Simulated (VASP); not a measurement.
A run of VASP 6.6.1 is set up as follows.

Contents of INCAR:

```
SYSTEM = AlN
PREC = Accurate ; ENCUT = 520
EDIFF = 1E-6 ; ISMEAR = 0
SIGMA = 0.05 ; LREAL = .FALSE.
LASPH = .TRUE. ; NELM = 100
ALGO = Normal ; ISIF = 2
LWAVE = .FALSE. ; LCHARG = .FALSE.
NBANDS = 16
```

KPOINTS

```
regular mesh
0
G
  8 8 6
  0 0 0
```

POSCAR

```
AlN
1.0
    0.0000000000     -1.9553821214     -1.9553821214
    0.0000000000      1.9553821214     -1.9553821214
    3.9107642427      0.0000000000      0.0000000000
Al N
2 2
Direct
    0.5055845862      0.4944154138      0.0000000000
   -0.0055845862      0.0055845862      0.5000000000
    0.4977127899      0.5022872101      0.5000000000
    0.0022872101      0.9977127899      0.0000000000
```

Potentials or basis: VASP PAW LDA potentials, release 64 (Al, N).

Launch:

```sh
$ cat potpaw_LDA.64/Al/POTCAR potpaw_LDA.64/N/POTCAR > POTCAR
$ mpirun -np 1 vasp_std > vasp.out
```

Problem. Predict the band gap on the k mesh.

Solution. 4.99 eV.

Problem. What does it give for the largest force?

Solution. 0.307 eV/Å.

Problem. Predict the pressure.

Solution. 25.4 GPa.

Stress tensor (GPa, compression positive):
```
25.39  0.00  0.00
 0.00 25.47  0.00
 0.00  0.00 25.29
```

Caveat: the cell differs from its parent crystal (atoms displaced along a vibrational mode, the cell strained); the cell stands under pressure. A k mesh can miss the band edges.
